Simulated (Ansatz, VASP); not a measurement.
## Cs3H: VASP beside Ansatz

```
CELL_PARAMETERS angstrom
4.77001 0.00000 0.00000
0.00000 4.94312 0.00000
0.00000 0.00000 7.11378
ATOMIC_POSITIONS crystal
Cs 0.00000 0.00000 0.50000
Cs 0.50000 0.50000 0.27499
Cs 0.50000 0.50000 0.72501
H 0.00000 0.50000 0.50000
```

Alike in both runs: task single point; functional PBE; k mesh 4 × 4 × 4; occupations gaussian, width 0.1 eV; no spin polarisation.

|  | VASP | Ansatz |
| --- | --- | --- |
| version | VASP 6.6.1 | Ansatz 0.2.0 |
| potentials or method | VASP PAW PBE potentials, release 64 (Cs_sv, H), cutoff 520 eV | scalar-relativistic, plane waves, PAW |
| valence electrons in the cell | 28 | 28 |

Ansatz gave:

```
gap on the k mesh at the Fermi level (eV)                     : none
pressure (GPa)                                                : 5.4
traceless stress, the component that is largest in VASP (GPa) : -2.71
rms of the force components (eV/Å)                            : 0.595
```

Task: What did VASP give for the same quantities?

Result: gap on the k mesh at the Fermi level (eV): none; pressure (GPa): 5.5; traceless stress, the component that is largest in VASP (GPa): -2.76; rms of the force components (eV/Å): 0.616.

Atom by atom the forces differ by 0.021 eV/Å (rms over components). A gap of «none» marks a metal or a gap that the smearing closes.

Neither program's run includes spin-orbit coupling.
